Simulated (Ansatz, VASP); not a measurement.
This is a calculation of V for Ansatz 0.2.0.

Contents of input.yaml:

```yaml
crystal:
  lattice:
    - [2.6042941027, 0.0, 0.0]
    - [-1.3021470513, 2.2553848518, 0.0]
    - [0.0, 0.0, 4.723336]
  atoms:
    - { symbol: V, position: [0.3333333333, 0.6666666667, 0.25], spin: 2.0 }
    - { symbol: V, position: [0.6666666667, 0.3333333333, 0.75], spin: -1.0 }
kpoints:
  mp_grid: { grid: [12, 12, 6] }
scf:
  occupations: { method: fermi_dirac, width: 0.05 }
hamiltonian:
  xc: pbesol
  pseudopotentials: { kind: all_electron, lapw: { basis_error: 0.001 } }
magnetization:
  spin_polarized: true
output:
  forces: true
  stress: true
  eigenvalues: true
```

Potentials or basis: all-electron LAPW, scalar-relativistic.

Launch:

```console
$ ansatz run input.yaml --threads 2 --pin off --max-ram 6144MiB --backend cpu --events-out ev --progress --plain --runs-dir out
```

**Question.** Set up the same calculation for VASP 6.6.1. Potentials there: VASP PAW PBE potentials, release 64 (V_sv).

**Answer.** As run (the cutoff follows the program's own potentials):

INCAR

```
SYSTEM = V
ALGO     = Normal         ! electronic algorithm
EDIFF    = 1E-6           ! SCF threshold, eV
ENCUT    = 520            ! plane-wave cutoff, eV
GGA      = PS             ! functional
ISIF     = 2              ! what is computed and relaxed
ISMEAR   = -1             ! smearing method
ISPIN    = 2              ! spin polarisation
LASPH    = .True.         ! aspherical terms in the spheres
LCHARG   = .False.        ! write CHGCAR
LMAXMIX  = 4              ! l up to which the mixer works
LORBIT   = 11             ! projections on sites
LREAL    = .False.        ! projectors in reciprocal space
LWAVE    = .False.        ! write WAVECAR
MAGMOM   = 2 -1           ! initial moments
NBANDS   = 24             ! bands
NELM     = 150            ! most SCF steps
PREC     = Accurate       ! precision mode
SIGMA    = 0.05           ! smearing width, eV
```

Contents of KPOINTS:

```
k-points
0
Gamma
  12 12 6
  0 0 0
```

Contents of POSCAR:

```
V
1.0
    2.6042941027      0.0000000000      0.0000000000
   -1.3021470513      2.2553848518      0.0000000000
    0.0000000000      0.0000000000      4.7233360000
V
2
Direct
    0.3333333333      0.6666666667      0.2500000000
    0.6666666667      0.3333333333      0.7500000000
```

Potentials or basis: VASP PAW PBE potentials, release 64 (V_sv).

Launch:

```console
$ cat potpaw_PBE.64/V_sv/POTCAR > POTCAR
$ mpirun -np 1 vasp_std > vasp.out
```

Both were run:

|  | VASP | Ansatz | Ansatz less VASP |
| --- | --- | --- | --- |
| gap on the k mesh at the Fermi level (eV) | none | none | - |
| pressure (GPa) | -7.0 | -7.2 | -0.22 |
| traceless stress, the component that is largest in VASP (GPa) | -0.11 | -0.09 | +0.013 |
| net moment per atom (μB) | 0.00 | 0.00 | 0.000 |

VASP's potentials were made for PBE, not for PBEsol. A gap of «none» marks a metal or a gap that the smearing closes. Ansatz ran all-electron here, and VASP with PAW potentials.
